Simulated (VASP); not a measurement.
Write the native input for VASP 6.6.1 that does the following.

```
Task                   : single point
Functional             : r2SCAN
Potentials or basis    : VASP PAW PBE potentials, release 64 (Zn)
Cutoff                 : 520 eV
k mesh                 : 12 × 12 × 12
Occupations            : fermi-dirac, width 0.05 eV
Spin                   : no spin polarisation
Dipole correction      : no
Further INCAR settings : ALGO = Normal; EDIFF = 1e-07; NBANDS = 12
```

Zn:

```
Zn
1.0
     0.00000    1.96478    1.96478
     1.96478    0.00000    1.96478
     1.96478    1.96478    0.00000
Zn
1
Direct
  0.00000 0.00000 0.00000
```

The input as run:

POSCAR

```
Zn
1.0
    0.0000000000      1.9647760000      1.9647760000
    1.9647760000      0.0000000000      1.9647760000
    1.9647760000      1.9647760000      0.0000000000
Zn
1
Direct
    0.0000000000      0.0000000000      0.0000000000
```

INCAR.step1

```
PREC = Accurate ; ENCUT = 520
ISMEAR = -1 ; SIGMA = 0.05
LREAL = False ; LASPH = True
NELM = 80 ; NBANDS = 12
GGA = PE ; ALGO = Normal
EDIFF = 1E-4 ; LWAVE = True
LCHARG = False
```

INCAR.step2

```
PREC = Accurate ; ENCUT = 520
EDIFF = 1E-7 ; ISMEAR = -1
SIGMA = 0.05 ; LREAL = False
LASPH = True ; NELM = 80
ALGO = Normal ; ISIF = 2
LWAVE = False ; LCHARG = True
METAGGA = R2SCAN ; LMIXTAU = True
LELF = True ; LVHAR = True
NBANDS = 12 ; ISTART = 1
```

KPOINTS

```
Automatic mesh
0
Gamma
  12 12 12
```

Potentials or basis: VASP PAW PBE potentials, release 64 (Zn).

Command:

```console
$ cat potpaw_PBE.64/Zn/POTCAR > POTCAR
$ cp INCAR.step1 INCAR
$ mpirun -np 1 vasp_std > vasp.out
$ cp INCAR.step2 INCAR
$ mpirun -np 1 vasp_std > vasp.out
```

Results of the run:

The pressure is -4.3 GPa and the band gap on the k mesh is zero (band 6 reaches 5.26 eV, above the bottom of band 7 at 1.59 eV).

Caveat: the PAW data sets were made with another functional, which shifts forces and pressure a little.

Run time: 36 s on 1 thread of Intel(R) Xeon(R) 6975P-C (Granite Rapids), on a shared host, peak memory 0.14 GiB.
